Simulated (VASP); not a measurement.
## Ca: single point with PBEsol

Ca:

```
CELL_PARAMETERS angstrom
0.00000 2.56021 3.32828
2.56021 0.00000 3.32828
2.56021 2.56021 0.00000
ATOMIC_POSITIONS crystal
Ca 0.00000 0.00000 0.00000
```

This cell differs from its parent crystal: ratio of the length along z to the lengths across it x 1.3, volume and fractional coordinates fixed.

```
Program                : VASP 6.6.1
Task                   : single point
Functional             : PBEsol
Potentials or basis    : VASP PAW PBE potentials, release 64 (Ca_sv)
Cutoff                 : 520 eV
k mesh                 : 16 × 16 × 16
Occupations            : gaussian, width 0.15 eV
Spin                   : no spin polarisation
Dipole correction      : no
Further INCAR settings : ALGO = Fast; EDIFF = 1e-06; NBANDS = 11
```

```
Pressure               : -1.1 GPa
Band gap on the k mesh : zero (band 5 reaches 1.95 eV, above the bottom of band 6 at 1.40 eV)
```

Stress tensor (GPa, compression positive):
```
 0.22  0.00  0.00
 0.00  0.22  0.00
 0.00  0.00 -3.80
```

Levels at points of the mesh, in eV from the Fermi level:
| k point | band 3 | band 4 | band 5 | band 6 | band 7 | band 8 |
| --- | --- | --- | --- | --- | --- | --- |
| (0.00, 0.00, 0.00) | -22.92 | -22.92 | -3.94 | 1.56 | 2.26 | 2.87 |
| (0.50, 0.00, 0.00) | -22.96 | -22.91 | -0.86 | -0.06 | 1.52 | 2.81 |
| (0.50, 0.50, 0.00) | -22.93 | -22.93 | -1.13 | -0.34 | 0.84 | 4.06 |
| (0.50, 0.00, 0.50) | -23.05 | -22.95 | -0.22 | 0.69 | 1.88 | 3.45 |

Run time: 70 s on 1 thread of Intel(R) Xeon(R) 6975P-C (Granite Rapids) (shared host), peak memory 0.29 GiB.

Caveat: the PAW data sets were made with another functional, which shifts forces and pressure a little.
